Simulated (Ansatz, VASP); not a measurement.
NbZn3: VASP beside Ansatz

```
Nb Zn
1.0
     3.93400   -0.01967   -0.01967
    -0.01967    3.93400   -0.01967
    -0.01967   -0.01967    3.93400
Nb Zn
1 3
Direct
  0.00000 0.00000 0.00000
  0.00000 0.50000 0.50000
  0.50000 0.00000 0.50000
  0.50000 0.50000 0.00000
```

Change from the starting cell: equal xy, yz and zx shear strains of -1 %.

Alike in both runs: task single point; functional PBEsol; k mesh 10 × 10 × 10; occupations fermi-dirac, width 0.05 eV; no spin polarisation.

```csv
,VASP,Ansatz
version,VASP 6.6.1,Ansatz 0.2.0
potentials or method,"VASP PAW PBE potentials, release 64 (Nb_sv, Zn), cutoff 520 eV","all-electron LAPW, scalar-relativistic"
```

|  | VASP | Ansatz | Ansatz less VASP |
| --- | --- | --- | --- |
| pressure (GPa) | -5.1 | -5.4 | -0.29 |
| traceless stress, the component that is largest in VASP (GPa) | 0.88 | 0.88 | -0.006 |

VASP's potentials were made for PBE, not for PBEsol. Ansatz ran all-electron here, and VASP with PAW potentials.
